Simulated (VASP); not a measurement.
Here is a VASP 6.6.1 calculation.

The input INCAR:

```
SYSTEM = GaN
PREC = Accurate
ENCUT = 520
EDIFF = 1E-6
ISMEAR = 0
SIGMA = 0.05
LREAL = .False.
LASPH = .True.
NELM = 60
ALGO = Normal
ISIF = 2
LWAVE = .False.
LCHARG = .True.
GGA = PS
LELF = .True.
LVHAR = .True.
NBANDS = 26
```

File KPOINTS:

```
Automatic mesh
0
Gamma
  12 12 6
  0 0 0
```

File POSCAR:

```
GaN
1.0
    3.0871011326      0.0000000000      0.0000000000
   -1.5435505663      2.6735080048      0.0000000000
    0.0000000000      0.0000000000      5.1076446883
Ga N
2 2
Direct
    0.3333333333      0.6666666667      0.9991941071
    0.6666666667      0.3333333333      0.4991941071
    0.3333333333      0.6666666667      0.3758058929
    0.6666666667      0.3333333333      0.8758058929
```

Potentials or basis: VASP PAW PBE potentials, release 64 (Ga_d, N).

Command:

```console
$ cat potpaw_PBE.64/Ga_d/POTCAR potpaw_PBE.64/N/POTCAR > POTCAR
$ mpirun -np 1 vasp_std > vasp.out
```

(1) Estimate the band gap on the k mesh.

(2) Estimate the pressure.

(3) What does it give for the largest force?

## Answers

(1) 2.35 eV, direct.

(2) 16.8 GPa.

(3) 0.237 eV/Å.

Caveat: the cell differs from its parent crystal (strain -0.030 along x and y, -0.015 along z); the PAW data sets were made with another functional, which shifts forces and pressure a little.
